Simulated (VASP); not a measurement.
Au: single point with BLYP

The system is Au.

```xyz
2
Lattice="-2.5253 2.8920 1.3907 2.8920 -2.5253 1.3907 2.6999 2.6999 -0.7192" Properties=species:S:1:pos:R:3 pbc="T T T"
Au    2.8298   -2.4632    1.3907
Au    0.2411    2.8254    1.0311
```

| Quantity | Value |
| --- | --- |
| Program | VASP 6.6.1 |
| Task | single point |
| Functional | BLYP |
| Potentials or basis | VASP PAW PBE potentials, release 64 (Au) |
| Cutoff | 520 eV |
| k mesh | 13 × 13 × 9 |
| Occupations | fermi-dirac, width 0.1 eV |
| Spin | no spin polarisation |

* Pressure: 0.4 GPa
* Largest force: 0.004 eV/Å
* Band gap on the k mesh: zero (bands 11 and 12 overlap by 4.48 eV)

Forces on the atoms (eV/Å):
```
Au  -0.003  0.003  0.000
Au   0.003 -0.003  0.000
```

Stress tensor (GPa, compression positive):
```
0.36 0.02 0.03
0.02 0.36 0.03
0.03 0.03 0.54
```

Levels at points of the mesh, in eV from the Fermi level:
```
           k point  band 9  band 10  band 11  band 12  band 13  band 14
(0.00, 0.00, 0.00)   -2.12    -1.92    -1.17     3.78     4.22     5.82
```

Wall time 3.9 min on 1 thread of Intel(R) Xeon(R) Platinum 8559C (Emerald Rapids), with other jobs on the host, peak memory 0.54 GiB.

Caveat: the PAW data sets were made with another functional, which shifts forces and pressure a little; spin-orbit coupling is left out, which moves the levels of the heavy elements.
